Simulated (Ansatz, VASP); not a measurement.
**One calculation of Sb, two programs**

Contents of INCAR:

```
  ALGO = Normal
  EDIFF = 1E-6
  ENCUT = 500
  GGA = PS
  GGA_COMPAT = F
  ISIF = 2
  ISMEAR = -1
  LASPH = T
  LCHARG = F
  LREAL = F
  LWAVE = F
  NBANDS = 8
  NELM = 120
  PREC = Accurate
  SIGMA = 0.03
```

File KPOINTS:

```
k-points
0
Gamma
  14 14 14
```

Contents of POSCAR:

```
Sb
1.0
    0.0000000000      2.2738475325      2.2738475325
    2.2738475325      0.0000000000      2.2738475325
    2.2738475325      2.2738475325      0.0000000000
Sb
1
Direct
    0.0000000000      0.0000000000      0.0000000000
```

Input for Ansatz:

```yaml
crystal:
  lattice:
    - [0.0, 2.2738475325, 2.2738475325]
    - [2.2738475325, 0.0, 2.2738475325]
    - [2.2738475325, 2.2738475325, 0.0]
  atoms:
    - { symbol: Sb, position: [0.0, 0.0, 0.0] }
kpoints:
  mp_grid: { grid: [14, 14, 14] }
scf:
  occupations: { method: fermi_dirac, width: 0.03 }
hamiltonian:
  xc: pbesol
  pseudopotentials: { kind: all_electron, lapw: { basis_error: 0.00025 } }
output:
  forces: true
  stress: true
  eigenvalues: true
```

Change from the starting cell: functional pbesol, volume scaled by 0.96.

Alike in both runs: task single point; functional PBEsol; k mesh 14 × 14 × 14; occupations fermi-dirac, width 0.03 eV; no spin polarisation.

```csv
,VASP,Ansatz
version,VASP 6.6.1,Ansatz 0.2.0
potentials or method,"VASP PAW PBE potentials, release 64 (Sb), cutoff 500 eV","all-electron LAPW, scalar-relativistic"
```

VASP gave:

* pressure (GPa): 9.3

Q: Estimate Ansatz's values.

A: Pressure (GPa): 9.2.

VASP's potentials were made for PBE, not for PBEsol. Ansatz ran all-electron here, and VASP with PAW potentials.

Spin-orbit coupling is off throughout.
